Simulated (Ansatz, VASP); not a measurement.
# BeS: VASP beside Ansatz

```
Be S
1.0
     0.00000    2.31730    2.31730
     2.31730    0.00000    2.31730
     2.31730    2.31730    0.00000
Be S
1 1
Direct
  0.00000 0.00000 0.00000
  0.50000 0.50000 0.50000
```

Alike in both runs: task single point; functional HSE06; dispersion D3(BJ); k mesh 4 × 4 × 4; no spin polarisation.

|  | VASP | Ansatz |
| --- | --- | --- |
| version | VASP 6.6.1 | Ansatz 0.2.0 |
| potentials or method | VASP PAW PBE potentials, release 64 (Be, S) | plane waves |
| plane-wave cutoff (eV) | 520 | 420 |
| occupations | gaussian, width 0.01 eV | fixed |
| valence electrons in the cell | 8 | 8 |

|  | VASP | Ansatz | Ansatz less VASP |
| --- | --- | --- | --- |
| gap on the k mesh at the Fermi level (eV) | 2.07 | 2.08 | +0.009 |
| pressure (GPa) | -5.3 | -5.1 | +0.25 |

Ansatz's warnings: stress exchange threshold loose, stress scf threshold loose.

The k mesh is coarse, so the values compare programs but aren't converged.
